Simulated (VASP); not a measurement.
Here is a VASP 6.6.1 calculation.

Contents of POSCAR:

```
Sc
1.0
    5.0875909101      0.0000000000      0.0000000000
   -2.5437954551      4.4059829722      0.0000000000
    0.0000000000      0.0000000000      4.8465574020
Sc
4
Direct
    0.0000000000      0.0000000000      0.2500000000
    0.0000000000      0.0000000000      0.7500000000
    0.3333333333      0.6666666667      0.7500000000
    0.6666666667      0.3333333333      0.2500000000
```

File INCAR.step1:

```
ALGO = Normal
EDIFF = 1E-4
ENCUT = 520
GGA = PE
ISMEAR = 0
LASPH = T
LCHARG = F
LREAL = F
LWAVE = T
NBANDS = 30
NELM = 80
PREC = Accurate
SIGMA = 0.1
```

The input INCAR.step2:

```
ALGO = Normal
EDIFF = 1E-7
ENCUT = 520
ISIF = 2
ISMEAR = 0
ISTART = 1
LASPH = T
LCHARG = T
LELF = T
LMIXTAU = T
LREAL = F
LVHAR = T
LWAVE = F
METAGGA = R2SCAN
NBANDS = 30
NELM = 80
PREC = Accurate
SIGMA = 0.1
```

Contents of KPOINTS:

```
k-points
0
Gamma
  12 12 10
```

Potentials or basis: VASP PAW PBE potentials, release 64 (Sc_sv).

Launch:

```console
$ cat potpaw_PBE.64/Sc_sv/POTCAR > POTCAR
$ cp INCAR.step1 INCAR
$ mpirun -np 1 vasp_std > vasp.out
$ cp INCAR.step2 INCAR
$ mpirun -np 1 vasp_std > vasp.out
```

Predict the pressure.

0.2 GPa.

What does it give for the band gap on the k mesh?

Zero (bands 22 and 23 overlap by 0.11 eV).

Stress tensor (GPa, compression positive):
```
0.11 0.00 0.00
0.00 0.11 0.00
0.00 0.00 0.47
```

Caveat: the PAW data sets were made with another functional, which shifts forces and pressure a little.
